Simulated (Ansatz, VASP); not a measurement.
# One calculation of SiO, two programs

```
Si O
1.0
     2.80697    0.00000    0.00000
     0.00000    2.80697    0.00000
     0.00000    0.00000    2.80697
Si O
1 1
Direct
  0.00000 0.00000 0.00000
  0.50000 0.50000 0.50000
```

Alike in both runs: task single point; functional r2SCAN0; k mesh 5 × 5 × 5; occupations fermi-dirac, width 0.05 eV; no spin polarisation.

```csv
,VASP,Ansatz
version,VASP 6.6.1,Ansatz 0.2.0
potentials or method,"VASP PAW PBE potentials, release 64 (Si, O)",Ansatz PAW
plane-wave cutoff (eV),520,500
valence electrons in the cell,10,10
```

|  | VASP | Ansatz | Ansatz less VASP |
| --- | --- | --- | --- |
| gap on the k mesh at the Fermi level (eV) | 1.79 | 1.76 | -0.030 |
| least direct gap on the mesh (eV) | 3.24 | 3.19 | -0.053 |
| pressure (GPa) | -1.5 | -1.3 | +0.26 |

VASP's potentials were made for PBE, not for r2SCAN0. The functional is the same, so the differences come from potentials, cutoffs and numerics.

The k mesh is coarse, so the values compare programs but aren't converged. Noted on Ansatz's run: odd divisions of the mesh miss points on the zone boundary, where band edges often lie, so the gap on the mesh can be too wide.
